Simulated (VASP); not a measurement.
SnTe, 2 atoms in the cell. Symmetry: I4/mmm, No. 139, tetragonal system. Conventional cell: a = 4.330 Å, b = 4.330 Å, c = 6.313 Å, α = 90.00°, β = 90.00°, γ = 90.00°. Sn (site symmetry 4/mmm) has 6 Te at 3.06 to 3.16 Å within 4.0 Å. Within 4.0 Å of Te (site symmetry 4/mmm) lie 6 Sn at 3.06 to 3.16 Å.  This cell differs from its parent crystal: equal xx and yy strain of -3 %.

| Item | Value |
| --- | --- |
| Program | VASP 6.6.1 |
| Task | electric field gradients |
| Functional | LDA |
| Potentials or basis | VASP PAW LDA potentials, release 64 (Sn_d, Te) |
| Cutoff | 520 eV |
| k mesh | 11 × 11 × 11 |
| Occupations | fermi-dirac, width 0.08 eV |
| Spin | no spin polarisation |
| Dipole correction | no |
| Further INCAR settings | ALGO = Normal; EDIFF = 1e-08; NBANDS = 17 |

Potentials or basis: VASP PAW LDA potentials, release 64 (Sn_d, Te).

The run is started by

```sh
$ cat potpaw_LDA.64/Sn_d/POTCAR potpaw_LDA.64/Te/POTCAR > POTCAR
$ mpirun -np 1 vasp_std > vasp.out
```

Hardware: 1 thread of Intel(R) Xeon(R) 6975P-C (Granite Rapids) (shared host).

Q: How long does it take, and how much memory?

A: It took 45 s on 1 thread of Intel(R) Xeon(R) 6975P-C (Granite Rapids), on a shared host, peak memory 0.26 GiB. Counts: scf iterations 14, k points 126.
